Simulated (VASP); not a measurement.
A run of VASP 6.6.1 is set up as follows.

File INCAR:

```
ALGO     = Normal         # electronic algorithm
EDIFF    = 1E-8           # SCF threshold, eV
ENCUT    = 520            # plane-wave cutoff, eV
GGA      = PE             # functional
ISIF     = 2              # what is computed and relaxed
ISMEAR   = -1             # smearing method
LASPH    = T              # aspherical terms in the spheres
LCHARG   = F              # write CHGCAR
LEFG     = T            
LREAL    = F              # projectors in reciprocal space
LWAVE    = F              # write WAVECAR
NBANDS   = 13             # bands
NELM     = 80             # most SCF steps
PREC     = Accurate       # precision mode
SIGMA    = 0.01           # smearing width, eV
```

The input KPOINTS:

```
k-points
0
Gamma
  11 11 8
```

The input POSCAR:

```
O
1.0
    2.7015000000     -1.7145000000      0.0000000000
    2.7015000000      1.7145000000      0.0000000000
   -1.9649900000      0.0000000000      3.7479900000
O
2
Direct
    0.0602330007      0.0808541731      0.1530000000
    0.9360000000      0.9360000000      0.8470000000
```

Potentials or basis: VASP PAW PBE potentials, release 64 (O).

Run with:

```console
$ cat potpaw_PBE.64/O/POTCAR > POTCAR
$ mpirun -np 1 vasp_std > vasp.out
```

Predict the pressure.

10.3 GPa.

Predict the band gap on the k mesh.

zero (bands 6 and 7 overlap by 0.57 eV).

What does it give for the largest force?

7.518 eV/Å.

Electric field gradients, principal values (V/Å²):
| atom | least | middle | greatest (by size) |
| --- | --- | --- | --- |
| 1 O | -53.235 | -62.349 | 115.584 |
| 2 O | -53.235 | -62.349 | 115.584 |

Caveat: the cell differs from its parent crystal (atom 1 (O) moved by [0.035355, 0.035355, 0.0] A); the standard files for N, O and F lose accuracy on very short bonds; spin is off for a triplet molecule; the stress differs along the axes, from -5 to 39 GPa; this functional lacks dispersion, which holds the molecules together, so the pressure and a relaxed volume are unreliable; without QUAD_EFG the Cq values of the log hold for a quadrupole moment of 1 mb, not for the nuclei; forces of over 1 eV/Å act on the atoms, so gaps and moduli don't describe the material at rest.
